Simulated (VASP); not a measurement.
A run of VASP 6.6.1 is set up as follows.

The input POSCAR:

```
BN
1.0
    0.0000000000      1.8048137558      1.7777415495
    1.8048137558      0.0000000000      1.7777415495
    1.8048137558      1.8048137558      0.0000000000
B N
1 1
Direct
    0.0000000000      0.0000000000      0.0000000000
    0.7500000000      0.7500000000      0.7500000000
```

The input INCAR.step1:

```
SYSTEM = BN
ALGO = Normal
EDIFF = 1E-4
ENCUT = 520
GGA = PE
ISMEAR = 0
LASPH = .True.
LCHARG = .False.
LREAL = .False.
LWAVE = .True.
NBANDS = 11
NELM = 80
PREC = Accurate
SIGMA = 0.05
```

Contents of INCAR.step2:

```
SYSTEM = BN
ALGO = Normal
EDIFF = 1E-7
ENCUT = 520
ISIF = 2
ISMEAR = 0
ISTART = 1
LASPH = .True.
LCHARG = .False.
LMIXTAU = .True.
LREAL = .False.
LWAVE = .False.
METAGGA = R2SCAN
NBANDS = 11
NELM = 80
PREC = Accurate
SIGMA = 0.05
```

File KPOINTS:

```
k-points
0
Gamma
  12 12 12
  0 0 0
```

Potentials or basis: VASP PAW PBE potentials, release 64 (B, N).

Run with:

```bash
$ cat potpaw_PBE.64/B/POTCAR potpaw_PBE.64/N/POTCAR > POTCAR
$ cp INCAR.step1 INCAR
$ mpirun -np 1 vasp_std > vasp.out
$ cp INCAR.step2 INCAR
$ mpirun -np 1 vasp_std > vasp.out
```

Task: Estimate the band gap on the k mesh.

Result: 4.72 eV, indirect (least direct gap 9.45 eV).

Task: Estimate the pressure.

Result: 7.3 GPa.

Stress tensor (GPa, compression positive):
```
 4.06  0.00  0.00
 0.00  4.06  0.00
 0.00  0.00 13.76
```

Caveat: the cell differs from its parent crystal (strain -0.0150 x Voigt [0, 0, 1, 0, 0, 0]); the PAW data sets were made with another functional, which shifts forces and pressure a little. A k mesh can miss the band edges.
